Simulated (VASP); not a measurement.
# Si (Fd-3m) in VASP: further runs

Si is run at these levels: PBEsol+D3(BJ); tasks: single point.

Program: VASP 6.6.1. These are calculated values, not measurements. Logs are shortened: lines on timing, memory, paths and dates and some standing lists are left out, and cuts for length are marked.

### Step 1. The cell of the first run

Symmetry: Fd-3m, No. 227, cubic system. Conventional cell: a = 5.240 Å, b = 5.240 Å, c = 5.240 Å, α = 90.00°, β = 90.00°, γ = 90.00°. Within 3.0 Å of Si (site symmetry -43m) lie 4 Si at 2.27 Å.

### Step 2. Single point, PBEsol+D3(BJ)

INCAR

```
PREC     = Accurate       # precision mode
ENCUT    = 500            # plane-wave cutoff, eV
EDIFF    = 1E-6           # SCF threshold, eV
ISMEAR   = 0              # smearing method
SIGMA    = 0.01           # smearing width, eV
LREAL    = F              # projectors in reciprocal space
LASPH    = T              # aspherical terms in the spheres
NELM     = 120            # most SCF steps
ALGO     = Normal         # electronic algorithm
ISIF     = 2              # what is computed and relaxed
LWAVE    = F              # write WAVECAR
LCHARG   = T              # write CHGCAR
GGA      = PS             # functional
IVDW     = 12             # dispersion correction
LELF     = T              # ELF
LVHAR    = T            
NBANDS   = 11             # bands
GGA_COMPAT= F
```

KPOINTS

```
regular mesh
0
Gamma
  6 6 6
```

POSCAR

```
Si
1.0
    0.0000000000      2.6199133745      2.6199133745
    2.6199133745      0.0000000000      2.6199133745
    2.6199133745      2.6199133745      0.0000000000
Si
2
Direct
    0.7500000000      0.7500000000      0.7500000000
    0.5000000000      0.5000000000      0.5000000000
```

Potentials or basis: VASP PAW PBE potentials, release 64 (Si).

Started as:

```console
$ cat potpaw_PBE.64/Si/POTCAR > POTCAR
$ mpirun -np 1 vasp_std > vasp.out
```

OUTCAR:

```text
PREC = Accurate
   ENCUT = 500
   EDIFF = 1E-6
   ISMEAR = 0
   LREAL = F
   LASPH = T
   NELM = 120
   ISIF = 2
   GGA = PS
   IVDW = 12
 IVDW          = 12

 ion  position               nearest neighbor table
   1  0.750  0.750  0.750-   2 2.27   2 2.27   2 2.27   2 2.27
   2  0.500  0.500  0.500-   1 2.27   1 2.27   1 2.27   1 2.27

  LATTYP: Found a face centered cubic cell.
 ALAT       =     5.2398267490

  Lattice vectors:

 A1 = (   0.0000000000,   2.6199133745,   2.6199133745)
 A2 = (   2.6199133745,   0.0000000000,   2.6199133745)
 A3 = (   2.6199133745,   2.6199133745,   0.0000000000)

Analysis of symmetry for initial positions (statically):
=====================================================================
 Subroutine PRICEL returns:
 Original cell was already a primitive cell.

 Routine SETGRP: Setting up the symmetry group for a
 face centered cubic supercell.

 Subroutine GETGRP returns: Found 48 space group operations
 (whereof 24 operations were pure point group operations)
 out of a pool of 48 trial point group operations.

The static configuration has the point symmetry T_d .
 The point group associated with its full space group is O_h .

Analysis of symmetry for dynamics (positions and initial velocities):
=====================================================================
 Subroutine PRICEL returns:
 Original cell was already a primitive cell.

 Routine SETGRP: Setting up the symmetry group for a
 face centered cubic supercell.

 Subroutine GETGRP returns: Found 48 space group operations
 (whereof 24 operations were pure point group operations)
 out of a pool of 48 trial point group operations.

The dynamic configuration has the point symmetry T_d .
 The point group associated with its full space group is O_h .

 Subroutine INISYM returns: Found 48 space group operations
 (whereof 24 operations are pure point group operations),
 and found     1 'primitive' translations

----------------------------------------------------------------------------------------

                                     Primitive cell

  volume of cell :      35.9659

  direct lattice vectors                    reciprocal lattice vectors
     0.000000000  2.619913374  2.619913374    -0.190846005  0.190846005  0.190846005
     2.619913374  0.000000000  2.619913374     0.190846005 -0.190846005  0.190846005
     2.619913374  2.619913374  0.000000000     0.190846005  0.190846005 -0.190846005

  length of vectors
     3.705117026  3.705117026  3.705117026     0.330554976  0.330554976  0.330554976

  position of ions in fractional coordinates (direct lattice)
     0.750000000  0.750000000  0.750000000
     0.500000000  0.500000000  0.500000000

  ion indices of the primitive-cell ions
   primitive index   ion index
                 1           1
                 2           2

----------------------------------------------------------------------------------------

 KPOINTS: regular mesh

Automatic generation of k-mesh.
 Grid dimensions read from file:
 generate k-points for:    6    6    6

 Generating k-lattice:

  Cartesian coordinates                     Fractional coordinates (reciprocal lattice)
    -0.031807667  0.031807667  0.031807667     0.166666667  0.000000000  0.000000000
     0.031807667 -0.031807667  0.031807667     0.000000000  0.166666667  0.000000000
     0.031807667  0.031807667 -0.031807667     0.000000000  0.000000000  0.166666667

  Length of vectors
     0.055092496  0.055092496  0.055092496

  Shift w.r.t. Gamma in fractional coordinates (k-lattice)
     0.000000000  0.000000000  0.000000000

 Subroutine IBZKPT returns following result:
 ===========================================

 Found     16 irreducible k-points:

 Following reciprocal coordinates:
            Coordinates               Weight
  0.000000  0.000000  0.000000      1.000000
  0.166667  0.000000  0.000000      8.000000
  0.333333  0.000000  0.000000      8.000000
  0.500000  0.000000  0.000000      4.000000
  0.166667  0.166667  0.000000      6.000000
  0.333333  0.166667  0.000000     24.000000
[... 8 lines left out ...]
 -0.333333  0.333333  0.166667     24.000000
 -0.333333  0.500000  0.166667     12.000000
   k-points           NKPTS =     16   k-points in BZ     NKDIM =     16   number of bands    NBANDS=     11
   number of dos      NEDOS =    301   number of ions     NIONS =      2
   total plane-waves  NPLWV =  21952
   dimension x,y,z NGX =    28 NGY =   28 NGZ =   28
   dimension x,y,z NGXF=    56 NGYF=   56 NGZF=   56
   ions per type =               2
   NGX,Y,Z   is equivalent  to a cutoff of  12.56, 12.56, 12.56 a.u.
   NGXF,Y,Z  is equivalent  to a cutoff of  25.13, 25.13, 25.13 a.u.
 SYSTEM =  unknown system
   PREC   = accura    normal or accurate (medium, high low for compatibility)
   ISTART =      0    job   : 0-new  1-cont  2-samecut
   ICHARG =      2    charge: 1-file 2-atom 10-const
   ISPIN  =      1    spin polarized calculation?
   LNONCOLLINEAR =      F non collinear calculations
   LSORBIT =      F    spin-orbit coupling
   LASPH  =      T    aspherical Exc in radial PAW
   ENCUT  =  500.0 eV  36.75 Ry    6.06 a.u.   6.76  6.76  6.76*2*pi/ulx,y,z
   NELM   =    120;   NELMIN=  2; NELMDL= -5     # of ELM steps
   EDIFF  = 0.1E-05   stopping-criterion for ELM
   LREAL  =      F    real-space projection
   EDIFFG = 0.1E-04   stopping-criterion for IOM
   NSW    =      0    number of steps for IOM
   IBRION =     -1    ionic relax: 0-MD 1-quasi-New 2-CG
   NFREE  =      0    steps in history (QN), initial steepest desc. (CG)
   ISIF   =      2    stress and relaxation
   ISYM   =      2    0-nonsym 1-usesym 2-fastsym
   POTIM  = 0.5000    time-step for ionic-motion
   TEBEG  =    0.0;   TEEND  =   0.0 temperature during run
   PSTRESS=    0.0 pullay stress
   NELECT =       8.0000    total number of electrons
   NUPDOWN=      -1.0000    fix difference up-down
   EMIN   =  10.00;   EMAX   =-10.00  energy-range for DOS
   EFERMI =   0.00;   METHOD = LEGACY
   ISMEAR =     0;   SIGMA  =   0.01  broadening in eV -4-tet -1-fermi 0-gaus
   EFERMI_NEDOS =   21; number of points for ismear=-14 and -15
   IALGO  =     38    algorithm
   IMIX   =      4    mixing-type and parameters
     AMIX     =   0.40;   BMIX     =  1.00
     AMIX_MAG =   1.60;   BMIX_MAG =  1.00
  volume/ion in A,a.u.               =      17.98       121.35
  Fermi-wavevector in a.u.,A,eV,Ry     =   0.991915  1.874448 13.386716  0.983896
  Thomas-Fermi vector in A             =   2.123690
   LORBIT       =      0    0 simple, 1 ext, 2 COOP (PROOUT), +10 PAW based schemes
   GGA     = PS    functional components
   LHFCALC =     F    Hartree Fock is set to
   AEXX    =    0.0000 exact exchange contribution
   IVDW    =    12    specifies the selected vdW correction
   LEPSILON=     F    determine dielectric tensor
   LRPA    =     F    only Hartree local field effects (RPA)
 non-spin polarized calculation
 Gauss-broadening in eV      SIGMA  =   0.01
  energy-cutoff  :      500.00
  volume of cell :       35.97
 maximum number of plane-waves:       941
   NGX = 13   NGY = 13   NGZ = 13

 number of electron       7.9999999 magnetization

 Free energy of the ion-electron system (eV)
  ---------------------------------------------------
  ext. energy  EPLUGINS =         0.00000000
  ---------------------------------------------------
  free energy    TOTEN  =       -11.31008642 eV

  energy without entropy =      -11.31008642  energy(sigma->0) =      -11.31008642

 E-fermi :   7.0135     XC(G=0):  -9.9668

 val. band max:        6.9418533913   @ k =   0.0000   0.0000   0.0000
 cond. band min:       7.2914735208   @ k =   0.5000   0.5000   0.0000
 fundamental gap:      0.3496201295
 Fermi energy:         7.0135291065

 k-point     1 :       0.0000    0.0000    0.0000
  band No.  band energies     occupation
      1      -5.8279      2.00000
      2       6.9419      2.00000
      3       6.9419      2.00000
      4       6.9419      2.00000
      5       9.4897      0.00000
      6       9.4897      0.00000
      7       9.4897      0.00000
      8      11.5330      0.00000
      9      14.6740      0.00000
     10      14.6740      0.00000
     11      15.1039      0.00000

 k-point     2 :       0.1667    0.0000    0.0000
  band No.  band energies     occupation
      1      -5.4304      2.00000
      2       4.4326      2.00000
      3       6.4385      2.00000
      4       6.4385      2.00000
      5       9.5366      0.00000
      6      10.2035      0.00000
      7      10.2035      0.00000
      8      13.3541      0.00000
      9      13.9537      0.00000
     10      13.9537      0.00000
     11      16.2846      0.00000

 k-point     3 :       0.3333    0.0000    0.0000
  band No.  band energies     occupation
      1      -4.3012      2.00000
      2       1.2225      2.00000
      3       5.8498      2.00000
      4       5.8498      2.00000
      5       9.0029      0.00000
      6      10.3873      0.00000
      7      10.3873      0.00000
      8      14.9459      0.00000
      9      15.0241      0.00000
     10      15.0241      0.00000
     11      16.8526      0.00000
[... 155 lines left out ...]
 k-point    15 :      -0.3333    0.3333    0.1667
  band No.  band energies     occupation
      1      -2.1612      2.00000
      2      -0.2682      2.00000
      3       2.4468      2.00000
      4       3.8017      2.00000
      5      10.1332      0.00000
      6      10.6122      0.00000
      7      13.1494      0.00000
      8      13.8114      0.00000
      9      14.9593      0.00000
     10      18.5610      0.00000
     11      19.6666      0.00000

 k-point    16 :      -0.3333    0.5000    0.1667
  band No.  band energies     occupation
      1      -1.0973      2.00000
      2      -1.0973      2.00000
      3       2.7994      2.00000
      4       2.7994      2.00000
      5       9.5647      0.00000
      6       9.5647      0.00000
      7      14.0263      0.00000
      8      14.0263      0.00000
      9      18.1273      0.00000
     10      18.1273      0.00000
     11      20.7421      0.00000

------------------------ aborting loop because EDIFF is reached ----------------------------------------

 Edisp (eV)   -0.60034

 E8    (eV) :    -0.3798

  FORCE on cell =-STRESS in cart. coord.  units (eV):
  Direction    XX          YY          ZZ          XY          YZ          ZX
  --------------------------------------------------------------------------------------
  -------------------------------------------------------------------------------------
  Total       2.37056     2.37056     2.37056     0.00000     0.00000     0.00000
  in kB     105.60172   105.60172   105.60172     0.00000     0.00000     0.00000
  external pressure =      105.60 kB  Pullay stress =        0.00 kB

 VOLUME and BASIS-vectors are now :
 -----------------------------------------------------------------------------
  energy-cutoff  :      500.00
  volume of cell :       35.97
      direct lattice vectors                 reciprocal lattice vectors
     0.000000000  2.619913374  2.619913374    -0.190846005  0.190846005  0.190846005
     2.619913374  0.000000000  2.619913374     0.190846005 -0.190846005  0.190846005
     2.619913374  2.619913374  0.000000000     0.190846005  0.190846005 -0.190846005

 POSITION                                       TOTAL-FORCE (eV/Angst)
 -----------------------------------------------------------------------------------
      3.92987      3.92987      3.92987         0.000000      0.000000      0.000000
      2.61991      2.61991      2.61991        -0.000000     -0.000000     -0.000000
 -----------------------------------------------------------------------------------
    total drift:                                0.000000      0.000000     -0.000000

  FREE ENERGIE OF THE ION-ELECTRON SYSTEM (eV)
  ---------------------------------------------------
  free  energy   TOTEN  =       -11.9104305253 eV

  energy  without entropy=      -11.9104305253  energy(sigma->0) =      -11.91043053
```

Run time: 4.4 s. Hardware: 1 thread of Intel Xeon Platinum 8488C (Sapphire Rapids), shared host; peak memory 0.15 GiB.

Results:

| Item | Value |
| --- | --- |
| Free energy | -11.9104 eV |
| Pressure | 10.6 GPa |
| Band gap on the k mesh | 0.35 eV, indirect (least direct gap 2.55 eV) |
| Dispersion energy per atom | -0.300 eV |

Levels at points of the mesh, in eV from the valence-band top:
```
           k point  band 1  band 2  band 3  band 4  band 5  band 6  band 7  band 8
(0.00, 0.00, 0.00)  -12.77    0.00    0.00    0.00    2.55    2.55    2.55    4.59
(0.50, 0.00, 0.00)  -10.13   -7.57   -1.30   -1.30    1.84    3.20    3.20    7.63
(0.50, 0.50, 0.00)   -8.20   -8.20   -3.17   -3.17    0.35    0.35   11.00   11.00
```

Caveat: the PAW data sets were made with another functional, which shifts forces and pressure a little.

### Step 3. Single point, PBEsol+D3(BJ)

This run uses another cell than the first one, of 18.48 Å³/atom, 1.028 times its volume.

INCAR

```
SYSTEM = Si
PREC = Accurate
ENCUT = 500
EDIFF = 1E-6
ISMEAR = 0
SIGMA = 0.01
LREAL = .FALSE.
LASPH = .TRUE.
NELM = 120
ALGO = Normal
ISIF = 2
LWAVE = .FALSE.
LCHARG = .FALSE.
GGA = PS
IVDW = 12
NBANDS = 11
GGA_COMPAT = .FALSE.
```

KPOINTS

```
regular mesh
0
G
  6 6 6
  0 0 0
```

POSCAR

```
Si
1.0
    0.0000000000      2.6439506197      2.6439506197
    2.6439506197      0.0000000000      2.6439506197
    2.6439506197      2.6439506197      0.0000000000
Si
2
Direct
    0.7500000000      0.7500000000      0.7500000000
    0.5000000000      0.5000000000      0.5000000000
```

Potentials or basis: VASP PAW PBE potentials, release 64 (Si).

Started as:

```console
$ cat potpaw_PBE.64/Si/POTCAR > POTCAR
$ mpirun -np 1 vasp_std > vasp.out
```

OUTCAR:

```text
SYSTEM = Si
   PREC = Accurate
   ENCUT = 500
   EDIFF = 1E-6
   ISMEAR = 0
   LREAL = .FALSE.
   LASPH = .TRUE.
   NELM = 120
   ISIF = 2
   GGA = PS
   IVDW = 12
 IVDW          = 12

 ion  position               nearest neighbor table
   1  0.750  0.750  0.750-   2 2.29   2 2.29   2 2.29   2 2.29
   2  0.500  0.500  0.500-   1 2.29   1 2.29   1 2.29   1 2.29

  LATTYP: Found a face centered cubic cell.
 ALAT       =     5.2879012394

  Lattice vectors:

[... 400 lines left out ...]
     11      20.2033      0.00000

------------------------ aborting loop because EDIFF is reached ----------------------------------------

 Edisp (eV)   -0.58467

 E8    (eV) :    -0.3700

  FORCE on cell =-STRESS in cart. coord.  units (eV):
  Direction    XX          YY          ZZ          XY          YZ          ZX
  --------------------------------------------------------------------------------------
  -------------------------------------------------------------------------------------
  Total       1.59885     1.59885     1.59885     0.00000     0.00000     0.00000
  in kB      69.29915    69.29915    69.29915     0.00000     0.00000     0.00000
  external pressure =       69.30 kB  Pullay stress =        0.00 kB

 VOLUME and BASIS-vectors are now :
 -----------------------------------------------------------------------------
  energy-cutoff  :      500.00
  volume of cell :       36.96
      direct lattice vectors                 reciprocal lattice vectors
     0.000000000  2.643950620  2.643950620    -0.189110945  0.189110945  0.189110945
     2.643950620  0.000000000  2.643950620     0.189110945 -0.189110945  0.189110945
     2.643950620  2.643950620  0.000000000     0.189110945  0.189110945 -0.189110945

 POSITION                                       TOTAL-FORCE (eV/Angst)
 -----------------------------------------------------------------------------------
      3.96593      3.96593      3.96593        -0.000000     -0.000000     -0.000000
      2.64395      2.64395      2.64395         0.000000      0.000000      0.000000
 -----------------------------------------------------------------------------------
    total drift:                                0.000000      0.000000     -0.000000

  FREE ENERGIE OF THE ION-ELECTRON SYSTEM (eV)
  ---------------------------------------------------
  free  energy   TOTEN  =       -11.9647157735 eV

  energy  without entropy=      -11.9647157735  energy(sigma->0) =      -11.96471577
```

Run time: 3.8 s. Hardware: 1 thread of Intel Xeon Platinum 8488C (Sapphire Rapids), shared host; peak memory 0.15 GiB.

What came out:

```
Free energy                : -11.9647 eV
Pressure                   : 6.9 GPa
Band gap on the k mesh     : 0.41 eV, indirect (least direct gap 2.54 eV)
Dispersion energy per atom : -0.292 eV
```

Caveat: the PAW data sets were made with another functional, which shifts forces and pressure a little. A hybrid or GW would open this gap; PBEsol tends to underestimate it.
